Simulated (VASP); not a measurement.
Runs of VASP 6.6.1 on MoSe. Symmetry: Pm-3m, No. 221, cubic system. Conventional cell: a = 3.500 Å, b = 3.500 Å, c = 3.500 Å, α = 90.00°, β = 90.00°, γ = 90.00°. Mo (site symmetry m-3m) has 8 Se at 3.03 Å and 6 Mo at 3.50 Å within 4.0 Å. Se (site symmetry m-3m) has 8 Mo at 3.03 Å and 6 Se at 3.50 Å within 4.0 Å. 

```tsv
level	share of exact exchange	gap on the mesh (eV)	pressure (GPa)
HF	1	(b)	-2.7
r2SCANh	0.1	none	-30.3
r2SCAN0	0.25	none	(a)
r2SCAN50	0.5	3.22	-17.0
```

Alike in all rows: task single point; potentials or basis VASP PAW PBE potentials, release 64 (Mo_sv, Se); no spin polarisation; cell as given; k mesh 4 × 4 × 4; cutoff (eV) 520; smearing fermi-dirac 0.05 eV.

Q: Estimate the missing entries.

A: (a) -33.2; (b) 7.85.

Caveats: all runs use coarse meshes; the PAW data sets were made with another functional, which shifts forces and pressure a little.

A k mesh can miss the band edges, and the runs leave out spin-orbit coupling on Mo, Se.

A gap of «none» marks levels without a gap at the run's occupations.
